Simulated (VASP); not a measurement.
# Mg2C3 (C2/m) in VASP: further runs, part 2 of 2

VASP 6.6.1. Earlier steps stand in the parts before.

**4. Single point, r2SCAN**

POSCAR reads:

```
Mg2C3
1.0
    2.3946202730     -2.3394301392     -0.0014093261
    2.3946202730      2.3394301392     -0.0014093261
   -1.2192831158      0.0000000000      4.8336831727
Mg C
2 3
Direct
    0.8088325532      0.8088325532      0.1995457000
    0.1911674468      0.1911674468      0.8004543000
    0.3022544289      0.3022544289      0.2625601109
    0.6977455711      0.6977455711      0.7374398891
    0.5000000000      0.5000000000      0.5000000000
```

INCAR.step1 reads:

```
PREC = Accurate
ENCUT = 520
ISMEAR = 0
SIGMA = 0.1
LREAL = False
LASPH = True
NELM = 100
NBANDS = 16
GGA = PE
ALGO = Normal
EDIFF = 1E-4
LWAVE = True
LCHARG = False
```

INCAR.step2 reads:

```
PREC = Accurate
ENCUT = 520
EDIFF = 1E-7
ISMEAR = 0
SIGMA = 0.1
LREAL = False
LASPH = True
NELM = 100
ALGO = Normal
ISIF = 2
LWAVE = False
LCHARG = True
METAGGA = R2SCAN
LMIXTAU = True
LELF = True
LVHAR = True
NBANDS = 16
ISTART = 1
```

KPOINTS reads:

```
Automatic mesh
0
Gamma
  6 6 4
```

Potentials or basis: VASP PAW PBE potentials, release 64 (Mg, C).

On the command line:

```bash
$ cat potpaw_PBE.64/Mg/POTCAR potpaw_PBE.64/C/POTCAR > POTCAR
$ cp INCAR.step1 INCAR
$ mpirun -np 1 vasp_std > vasp.out
$ cp INCAR.step2 INCAR
$ mpirun -np 1 vasp_std > vasp.out
```

OUTCAR:

```text
PREC = Accurate
   ENCUT = 520
   EDIFF = 1E-7
   ISMEAR = 0
   LREAL = False
   LASPH = True
   NELM = 100
   ISIF = 2
   METAGGA = R2SCAN
   ISTART = 1

 ion  position               nearest neighbor table
   1  0.809  0.809  0.200-   4 2.23   3 2.31   5 2.35   3 2.36   3 2.36   3 2.52   5 2.81   5 2.81
                             4 2.86   2 3.02   2 3.03   2 3.03   2 3.10   2 3.13
   2  0.191  0.191  0.800-   3 2.23   4 2.31   5 2.35   4 2.36   4 2.36   4 2.52   5 2.81   5 2.81
                             3 2.86   1 3.02   1 3.03   1 3.03   1 3.10   1 3.13
   3  0.302  0.302  0.263-   5 1.32   2 2.23   1 2.31   1 2.36   1 2.36   1 2.52   2 2.86
   4  0.698  0.698  0.737-   5 1.32   1 2.23   2 2.31   2 2.36   2 2.36   2 2.52   1 2.86
   5  0.500  0.500  0.500-   3 1.32   4 1.32   1 2.35   2 2.35   2 2.81   2 2.81   1 2.81   1 2.81

  LATTYP: Found a base centered monoclinic cell.
 ALAT       =     4.7892413754
 B/A-ratio  =     0.9769522794
 C/A-ratio  =     1.0408939158
 COS(beta)  =    -0.2451564909

  Lattice vectors:

 A1 = (   2.3946202730,  -2.3394301392,  -0.0014093261)
 A2 = (   2.3946202730,   2.3394301392,  -0.0014093261)
 A3 = (  -1.2192831158,   0.0000000000,   4.8336831727)

Analysis of symmetry for initial positions (statically):
=====================================================================
 Subroutine PRICEL returns:
 Original cell was already a primitive cell.

 Routine SETGRP: Setting up the symmetry group for a
 base centered monoclinic supercell.

 Subroutine GETGRP returns: Found  4 space group operations
 (whereof  4 operations were pure point group operations)
 out of a pool of  4 trial point group operations.

The static configuration has the point symmetry C_2h.

Analysis of symmetry for dynamics (positions and initial velocities):
=====================================================================
 Subroutine PRICEL returns:
 Original cell was already a primitive cell.

 Routine SETGRP: Setting up the symmetry group for a
 base centered monoclinic supercell.

 Subroutine GETGRP returns: Found  4 space group operations
 (whereof  4 operations were pure point group operations)
[... 135 lines left out ...]
   AEXX    =    0.0000 exact exchange contribution
   IVDW    =     0    specifies the selected vdW correction
   LEPSILON=     F    determine dielectric tensor
   LRPA    =     F    only Hartree local field effects (RPA)
 non-spin polarized calculation
 Gauss-broadening in eV      SIGMA  =   0.10
  energy-cutoff  :      520.00
  volume of cell :       54.15
 maximum number of plane-waves:      1466
 NGX is ok and might be reduce to    28
   NGX = 13   NGY = 13   NGZ = 19

 number of electron      15.9999998 magnetization

 Free energy of the ion-electron system (eV)
  ---------------------------------------------------
  ext. energy  EPLUGINS =         0.00000000
  ---------------------------------------------------
  free energy    TOTEN  =       -37.61477895 eV

  energy without entropy =      -37.61477895  energy(sigma->0) =      -37.61477895

 E-fermi :   5.0788     XC(G=0): -10.9646

 val. band max:        4.6514424053   @ k =   0.0000   0.0000   0.5000
 cond. band min:       6.6251497732   @ k =   0.5000   0.5000   0.0000
 fundamental gap:      1.9737073679
 Fermi energy:         5.0787971064

 k-point     1 :       0.0000    0.0000    0.0000
  band No.  band energies     occupation
      1     -12.4591      2.00000
      2      -8.2710      2.00000
      3      -3.2216      2.00000
      4       0.2767      2.00000
      5       1.0490      2.00000
      6       1.3937      2.00000
[... 433 lines left out ...]
      3      -2.5217      2.00000
      4      -0.5170      2.00000
      5      -0.0044      2.00000
      6       0.6231      2.00000
[... 8 lines left out ...]
     15      14.5453      0.00000
     16      15.9173      0.00000

 [... further k-points ...]

------------------------ aborting loop because EDIFF is reached ----------------------------------------

  FORCE on cell =-STRESS in cart. coord.  units (eV):
  Direction    XX          YY          ZZ          XY          YZ          ZX
  --------------------------------------------------------------------------------------
  -------------------------------------------------------------------------------------
  Total       -0.1498841     -0.1852418      0.1650806      0.0000000      0.0000000      0.1745216
  in kB       -4.4348168     -5.4809925      4.8844545      0.0000000      0.0000000      5.1637991
  external PRESSURE =      -1.6771183 kB  Pullay stress =       0.0000000 kB

 VOLUME and BASIS-vectors are now :
 -----------------------------------------------------------------------------
  energy-cutoff  :      520.00
  volume of cell :       54.15
      direct lattice vectors                 reciprocal lattice vectors
     2.394620273 -2.339430139 -0.001409326     0.208832375 -0.213727263  0.052677385
     2.394620273  2.339430139 -0.001409326     0.208832375  0.213727263  0.052677385
    -1.219283116  0.000000000  4.833683173     0.000121776  0.000000000  0.206912295

 POSITION                                       TOTAL-FORCE (eV/Angst)
 -----------------------------------------------------------------------------------
      3.63039      0.00000      0.96226        -0.012703      0.000000     -0.013716
     -0.06043      0.00000      3.86860         0.012703      0.000000      0.013716
      1.12743      0.00000      1.26828        -0.053136      0.000000     -0.138441
      2.44252      0.00000      3.56258         0.053136      0.000000      0.138441
      1.78498      0.00000      2.41543        -0.000000     -0.000000      0.000000
 -----------------------------------------------------------------------------------
    total drift:                               -0.000000      0.000000      0.000000

  FREE ENERGIE OF THE ION-ELECTRON SYSTEM (eV)
  ---------------------------------------------------
  free  energy   TOTEN  =       -37.6147789525 eV

  energy  without entropy=      -37.6147789525  energy(sigma->0) =      -37.61477895
```

OUTCAR.step1:

```text
PREC = Accurate
   ENCUT = 520
   ISMEAR = 0
   LREAL = False
   LASPH = True
[... 693 lines left out ...]
     -0.06043      0.00000      3.86860        -0.020207      0.000000      0.052124
      1.12743      0.00000      1.26828        -0.247773      0.000000     -0.375585
      2.44252      0.00000      3.56258         0.247773      0.000000      0.375585
      1.78498      0.00000      2.41543         0.000000      0.000000     -0.000000
 -----------------------------------------------------------------------------------
    total drift:                               -0.000000      0.000000      0.000000

  FREE ENERGIE OF THE ION-ELECTRON SYSTEM (eV)
  ---------------------------------------------------
  free  energy   TOTEN  =       -29.6157210967 eV

  energy  without entropy=      -29.6157210967  energy(sigma->0) =      -29.61572110
```

Run time: 3.7 min. Hardware: 1 thread of AMD EPYC 7R13 (Zen 3), shared host; peak memory 0.17 GiB.

Results:

```
Free energy            : -37.6148 eV
Pressure               : -0.2 GPa
Largest force          : 0.148 eV/Å
Band gap on the k mesh : 1.97 eV, indirect (least direct gap 2.73 eV)
```

Forces in eV/Å, atoms in the order of the input:
```
Mg  -0.013  0.000 -0.014
Mg   0.013  0.000  0.014
C   -0.053  0.000 -0.138
C    0.053  0.000  0.138
C    0.000  0.000  0.000
```

Caveat: the PAW data sets were made with another functional, which shifts forces and pressure a little. r2SCAN opens gaps a little over a GGA but as a rule still falls short of measured ones.

**5. Single point, r2SCAN**

This run uses another cell than the first one, of 10.97 Å³/atom, 1.012 times its volume.

POSCAR reads:

```
Mg2C3
1.0
    2.4155000000     -2.3500000000      0.0000000000
    2.4155000000      2.3500000000      0.0000000000
   -1.2270700000      0.0000000000      4.8332800000
Mg C
2 3
Direct
    0.8087000000      0.8087000000      0.2011000000
    0.1913000000      0.1913000000      0.7989000000
    0.2989000000      0.2989000000      0.2615000000
    0.7011000000      0.7011000000      0.7385000000
    0.5000000000      0.5000000000      0.5000000000
```

INCAR.step1 reads:

```
PREC = Accurate ; ENCUT = 520
ISMEAR = 0 ; SIGMA = 0.1
LREAL = F ; LASPH = T
NELM = 80 ; NBANDS = 16
GGA = PE ; ALGO = Normal
EDIFF = 1E-4 ; LWAVE = T
LCHARG = F
```

INCAR.step2 reads:

```
PREC = Accurate ; ENCUT = 520
EDIFF = 1E-6 ; ISMEAR = 0
SIGMA = 0.1 ; LREAL = F
LASPH = T ; NELM = 80
ALGO = Normal ; ISIF = 2
LWAVE = F ; LCHARG = T
METAGGA = R2SCAN ; LMIXTAU = T
LELF = T ; LVHAR = T
NBANDS = 16 ; ISTART = 1
```

KPOINTS reads:

```
regular mesh
0
Gamma
  6 6 4
```

Potentials or basis: VASP PAW PBE potentials, release 64 (Mg, C).

On the command line:

```bash
$ cat potpaw_PBE.64/Mg/POTCAR potpaw_PBE.64/C/POTCAR > POTCAR
$ cp INCAR.step1 INCAR
$ mpirun -np 1 vasp_std > vasp.out
$ cp INCAR.step2 INCAR
$ mpirun -np 1 vasp_std > vasp.out
```

OUTCAR:

```text
PREC = Accurate
   ENCUT = 520
   EDIFF = 1E-6
   ISMEAR = 0
   LREAL = F
   LASPH = T
   NELM = 80
   ISIF = 2
   METAGGA = R2SCAN
   ISTART = 1

 ion  position               nearest neighbor table
   1  0.809  0.809  0.201-   4 2.24   3 2.31   5 2.35   3 2.37   3 2.37   3 2.55   5 2.81   5 2.81
                             4 2.85   2 3.04   2 3.05   2 3.05   2 3.10   2 3.16
   2  0.191  0.191  0.799-   3 2.24   4 2.31   5 2.35   4 2.37   4 2.37   4 2.55   5 2.81   5 2.81
                             3 2.85   1 3.04   1 3.05   1 3.05   1 3.10   1 3.16
   3  0.299  0.299  0.261-   5 1.34   2 2.24   1 2.31   1 2.37   1 2.37   1 2.55   2 2.85
   4  0.701  0.701  0.739-   5 1.34   1 2.24   2 2.31   2 2.37   2 2.37   2 2.55   1 2.85
   5  0.500  0.500  0.500-   3 1.34   4 1.34   1 2.35   2 2.35   2 2.81   2 2.81   1 2.81   1 2.81

  LATTYP: Found a base centered monoclinic cell.
 ALAT       =     4.8310000000
 B/A-ratio  =     0.9728834610
 C/A-ratio  =     1.0322110763
 COS(beta)  =    -0.2460728991

  Lattice vectors:

 A1 = (   2.4155000000,  -2.3500000000,   0.0000000000)
 A2 = (   2.4155000000,   2.3500000000,   0.0000000000)
 A3 = (  -1.2270700000,   0.0000000000,   4.8332800000)

Analysis of symmetry for initial positions (statically):
=====================================================================
 Subroutine PRICEL returns:
 Original cell was already a primitive cell.

 Routine SETGRP: Setting up the symmetry group for a
 base centered monoclinic supercell.

 Subroutine GETGRP returns: Found  4 space group operations
 (whereof  4 operations were pure point group operations)
 out of a pool of  4 trial point group operations.

The static configuration has the point symmetry C_2h.

Analysis of symmetry for dynamics (positions and initial velocities):
=====================================================================
 Subroutine PRICEL returns:
 Original cell was already a primitive cell.

 Routine SETGRP: Setting up the symmetry group for a
 base centered monoclinic supercell.

 Subroutine GETGRP returns: Found  4 space group operations
 (whereof  4 operations were pure point group operations)
 out of a pool of  4 trial point group operations.

The dynamic configuration has the point symmetry C_2h.

 Subroutine INISYM returns: Found  4 space group operations
 (whereof  4 operations are pure point group operations),
 and found     1 'primitive' translations

----------------------------------------------------------------------------------------

                                     Primitive cell

  volume of cell :      54.8715

  direct lattice vectors                    reciprocal lattice vectors
     2.415500000 -2.350000000  0.000000000     0.206996481 -0.212765957  0.052552133
     2.415500000  2.350000000  0.000000000     0.206996481  0.212765957  0.052552133
    -1.227070000  0.000000000  4.833280000     0.000000000  0.000000000  0.206898835

  length of vectors
     3.370035645  3.370035645  4.986611710     0.301460814  0.301460814  0.206898835

  position of ions in fractional coordinates (direct lattice)
     0.808700000  0.808700000  0.201100000
     0.191300000  0.191300000  0.798900000
     0.298900000  0.298900000  0.261500000
     0.701100000  0.701100000  0.738500000
     0.500000000  0.500000000  0.500000000

  ion indices of the primitive-cell ions
   primitive index   ion index
                 1           1
                 2           2
[... 54 lines left out ...]
 -0.333333  0.166667  0.250000      4.000000
 -0.166667  0.166667  0.250000      4.000000
 [... further k-points ...]
   k-points           NKPTS =     47   k-points in BZ     NKDIM =     47   number of bands    NBANDS=     16
   number of dos      NEDOS =    301   number of ions     NIONS =      5
   total plane-waves  NPLWV =  31360
   dimension x,y,z NGX =    28 NGY =   28 NGZ =   40
   dimension x,y,z NGXF=    56 NGYF=   56 NGZF=   80
   ions per type =               2   3
   NGX,Y,Z   is equivalent  to a cutoff of  13.81, 13.81, 13.34 a.u.
   NGXF,Y,Z  is equivalent  to a cutoff of  27.63, 27.63, 26.67 a.u.
 SYSTEM =  unknown system
   PREC   = accura    normal or accurate (medium, high low for compatibility)
   ISTART =      1    job   : 0-new  1-cont  2-samecut
   ICHARG =      0    charge: 1-file 2-atom 10-const
   ISPIN  =      1    spin polarized calculation?
   LNONCOLLINEAR =      F non collinear calculations
   LSORBIT =      F    spin-orbit coupling
   LASPH  =      T    aspherical Exc in radial PAW
   ENCUT  =  520.0 eV  38.22 Ry    6.18 a.u.   6.27  6.27  9.27*2*pi/ulx,y,z
   NELM   =     80;   NELMIN=  2; NELMDL=  0     # of ELM steps
   EDIFF  = 0.1E-05   stopping-criterion for ELM
   LREAL  =      F    real-space projection
   EDIFFG = 0.1E-04   stopping-criterion for IOM
   NSW    =      0    number of steps for IOM
   IBRION =     -1    ionic relax: 0-MD 1-quasi-New 2-CG
   NFREE  =      0    steps in history (QN), initial steepest desc. (CG)
   ISIF   =      2    stress and relaxation
   ISYM   =      2    0-nonsym 1-usesym 2-fastsym
   POTIM  = 0.5000    time-step for ionic-motion
   TEBEG  =    0.0;   TEEND  =   0.0 temperature during run
   PSTRESS=    0.0 pullay stress
   NELECT =      16.0000    total number of electrons
   NUPDOWN=      -1.0000    fix difference up-down
   EMIN   =  10.00;   EMAX   =-10.00  energy-range for DOS
   EFERMI =   0.00;   METHOD = LEGACY
   ISMEAR =     0;   SIGMA  =   0.10  broadening in eV -4-tet -1-fermi 0-gaus
   EFERMI_NEDOS =   21; number of points for ismear=-14 and -15
   IALGO  =     38    algorithm
   IMIX   =      4    mixing-type and parameters
     AMIX     =   0.40;   BMIX     =  1.00
     AMIX_MAG =   1.60;   BMIX_MAG =  1.00
  volume/ion in A,a.u.               =      10.97        74.06
  Fermi-wavevector in a.u.,A,eV,Ry     =   1.085590  2.051468 16.034546  1.178506
  Thomas-Fermi vector in A             =   2.221707
   LORBIT       =      0    0 simple, 1 ext, 2 COOP (PROOUT), +10 PAW based schemes
   METAGGA = R2SCAN    functional components
   LHFCALC =     F    Hartree Fock is set to
   AEXX    =    0.0000 exact exchange contribution
   IVDW    =     0    specifies the selected vdW correction
   LEPSILON=     F    determine dielectric tensor
   LRPA    =     F    only Hartree local field effects (RPA)
 non-spin polarized calculation
 Gauss-broadening in eV      SIGMA  =   0.10
  energy-cutoff  :      520.00
  volume of cell :       54.87
 maximum number of plane-waves:      1490
 NGX is ok and might be reduce to    28
   NGX = 13   NGY = 13   NGZ = 19

 number of electron      15.9999999 magnetization

 Free energy of the ion-electron system (eV)
  ---------------------------------------------------
  ext. energy  EPLUGINS =         0.00000000
  ---------------------------------------------------
  free energy    TOTEN  =       -37.59961485 eV

  energy without entropy =      -37.59961485  energy(sigma->0) =      -37.59961485

 E-fermi :   4.9972     XC(G=0): -10.9135

 val. band max:        4.5145948286   @ k =   0.0000   0.0000   0.5000
 cond. band min:       6.5417710563   @ k =   0.5000   0.5000   0.0000
 fundamental gap:      2.0271762277
 Fermi energy:         4.9971555950

 k-point     1 :       0.0000    0.0000    0.0000
  band No.  band energies     occupation
      1     -12.4219      2.00000
      2      -8.2478      2.00000
      3      -3.2620      2.00000
      4       0.2520      2.00000
      5       1.0361      2.00000
      6       1.3589      2.00000
[... 433 lines left out ...]
      3      -2.5649      2.00000
      4      -0.5459      2.00000
      5      -0.0352      2.00000
      6       0.5623      2.00000
[... 8 lines left out ...]
     15      14.3712      0.00000
     16      15.6656      0.00000

 [... further k-points ...]

------------------------ aborting loop because EDIFF is reached ----------------------------------------

  FORCE on cell =-STRESS in cart. coord.  units (eV):
  Direction    XX          YY          ZZ          XY          YZ          ZX
  --------------------------------------------------------------------------------------
  -------------------------------------------------------------------------------------
  Total       -1.1110144     -0.5603782     -1.6429293      0.0000000      0.0000000     -0.6880232
  in kB      -32.4401931    -16.3623241    -47.9714219      0.0000000      0.0000000    -20.0893937
  external PRESSURE =     -32.2579797 kB  Pullay stress =       0.0000000 kB

 VOLUME and BASIS-vectors are now :
 -----------------------------------------------------------------------------
  energy-cutoff  :      520.00
  volume of cell :       54.87
      direct lattice vectors                 reciprocal lattice vectors
     2.415500000 -2.350000000  0.000000000     0.206996481 -0.212765957  0.052552133
     2.415500000  2.350000000  0.000000000     0.206996481  0.212765957  0.052552133
    -1.227070000  0.000000000  4.833280000     0.000000000  0.000000000  0.206898835

 POSITION                                       TOTAL-FORCE (eV/Angst)
 -----------------------------------------------------------------------------------
      3.66007      0.00000      0.97197        -0.001482      0.000000     -0.048903
     -0.05614      0.00000      3.86131         0.001482      0.000000      0.048903
      1.12311      0.00000      1.26390         0.387601      0.000000      0.601782
      2.48082      0.00000      3.56938        -0.387601      0.000000     -0.601782
      1.80197      0.00000      2.41664        -0.000000     -0.000000      0.000000
 -----------------------------------------------------------------------------------
    total drift:                               -0.000000      0.000000      0.000000

  FREE ENERGIE OF THE ION-ELECTRON SYSTEM (eV)
  ---------------------------------------------------
  free  energy   TOTEN  =       -37.5996148487 eV

  energy  without entropy=      -37.5996148487  energy(sigma->0) =      -37.59961485
```

Wall time 3.6 min (1 thread of AMD EPYC 7R13 (Zen 3), shared host); peak memory 0.17 GiB.

Results:

```
Free energy            : -37.5996 eV
Pressure               : -3.2 GPa
Largest force          : 0.716 eV/Å
Band gap on the k mesh : 2.03 eV, indirect (least direct gap 2.74 eV)
```

Forces on the atoms (eV/Å):
```
Mg  -0.001  0.000 -0.049
Mg   0.001  0.000  0.049
C    0.388  0.000  0.602
C   -0.388  0.000 -0.602
C    0.000  0.000  0.000
```

Caveat: the PAW data sets were made with another functional, which shifts forces and pressure a little. r2SCAN opens gaps a little over a GGA but as a rule still falls short of measured ones.

**6. Summary**

| cell | k mesh | smearing | gap on the mesh (eV) | pressure (GPa) | largest force (eV/Å) |
| --- | --- | --- | --- | --- | --- |
| a = 3.342, b = 3.342, c = 5.011 Å, angles 100.2, 100.2, 88.8°, 5 atoms | 8 × 8 × 6 | gaussian 0.05 eV | 1.88 | -0.3 | 0.11 |
| a = 3.342, b = 3.342, c = 5.011 Å, angles 100.2, 100.2, 88.8°, 5 atoms | 10 × 10 × 6 | gaussian 0.05 eV | 1.88 | -0.3 | 0.11 |
| a = 3.348, b = 3.348, c = 4.985 Å, angles 100.1, 100.1, 88.7°, 5 atoms | 6 × 6 × 4 | gaussian 0.1 eV | 1.97 | -0.2 | 0.15 |
| a = 3.370, b = 3.370, c = 4.987 Å, angles 100.2, 100.2, 88.4°, 5 atoms | 6 × 6 × 4 | gaussian 0.1 eV | 2.03 | -3.2 | 0.72 |

Alike in all rows: task single point; level r2SCAN; potentials or basis VASP PAW PBE potentials, release 64 (Mg, C); no spin polarisation; cutoff (eV) 520.

Caveats: the PAW data sets were made with another functional, which shifts forces and pressure a little.

Total energies depend on the potentials used, so only differences within one code and one set of settings carry meaning.
